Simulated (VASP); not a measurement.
Here is a VASP 6.6.1 calculation.

The input INCAR:

```
ALGO = Normal
EDIFF = 1E-6
ENCUT = 520
GGA = CA
ISIF = 2
ISMEAR = -1
LASPH = T
LCHARG = F
LREAL = F
LWAVE = F
NBANDS = 12
NELM = 60
PREC = Accurate
SIGMA = 0.1
```

File KPOINTS:

```
k-points
0
Gamma
  12 12 12
```

File POSCAR:

```
In
1.0
    2.8900424476      0.0000000000      0.0000000000
    0.0000000000      2.8900424476      0.0000000000
    0.0000000000      0.0000000000      2.8900424476
In
1
Direct
    0.0000000000      0.0000000000      0.0000000000
```

Potentials or basis: VASP PAW LDA potentials, release 64 (In_d).

Command:

```sh
$ cat potpaw_LDA.64/In_d/POTCAR > POTCAR
$ mpirun -np 1 vasp_std > vasp.out
```

(1) Estimate the pressure.

## Answers

(1) 4.9 GPa.
